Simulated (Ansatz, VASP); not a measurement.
## One calculation of ZnCu, two programs

The input INCAR:

```
SYSTEM = ZnCu
  PREC = Accurate
  ENCUT = 520
  EDIFF = 1E-6
  ISMEAR = 0
  SIGMA = 0.15
  LREAL = .FALSE.
  LASPH = .TRUE.
  NELM = 60
  ALGO = Fast
  ISIF = 2
  LWAVE = .FALSE.
  LCHARG = .FALSE.
  GGA = PS
  NBANDS = 18
```

The input KPOINTS:

```
Automatic mesh
0
G
  16 16 16
  0 0 0
```

POSCAR

```
ZnCu
1.0
    2.9450000000      0.0000000000      0.0000000000
    0.0000000000      2.9450000000      0.0000000000
    0.0000000000      0.0000000000      2.9450000000
Zn Cu
1 1
Direct
    0.5000000000      0.5000000000      0.5000000000
    0.0196044234      0.0196044234      0.0196044234
```

Input for Ansatz:

```yaml
crystal:
  lattice:
    - [2.945, 0.0, 0.0]
    - [0.0, 2.945, 0.0]
    - [0.0, 0.0, 2.945]
  atoms:
    - { symbol: Zn, position: [0.5, 0.5, 0.5] }
    - { symbol: Cu, position: [0.0196044234, 0.0196044234, 0.0196044234] }
basis:
  ecutwfc: 420
kpoints:
  mp_grid: { grid: [16, 16, 16] }
hamiltonian:
  xc: pbesol
scf:
  occupations: { method: gaussian, width: 0.15 }
output:
  forces: true
  stress: true
  eigenvalues: true
  write_density: true
  write_potential: true
  elf: true
  volumetric_format: npy
```

Change from the starting cell: all Cu atoms moved -0.100 Å, as atom 2 towards its neighbour atom 1 (Zn) at 2.550 Å.

Alike in both runs: task single point; functional PBEsol; k mesh 16 × 16 × 16; occupations gaussian, width 0.15 eV; no spin polarisation.

```csv
,VASP,Ansatz
version,VASP 6.6.1,Ansatz 0.2.0
potentials or method,"VASP PAW PBE potentials, release 64 (Zn, Cu), cutoff 520 eV","scalar-relativistic, plane waves, PAW"
valence electrons in the cell,23,31
```

```tsv
	VASP	Ansatz	Ansatz less VASP
gap on the k mesh at the Fermi level (eV)	none	none	-
pressure (GPa)	-3.2	-4.1	-0.91
traceless stress, the component that is largest in VASP (GPa)	0.38	0.38	-0.005
rms of the force components (eV/Å)	0.267	0.263	-0.0044
```

VASP's potentials were made for PBE, not for PBEsol. Atom by atom the forces differ by 0.004 eV/Å (rms over components). A gap of «none» marks a metal or a gap that the smearing closes. VASP's potentials hold 23 valence electrons a cell and Ansatz's 31, so a difference there can come from the potentials and not from the codes.
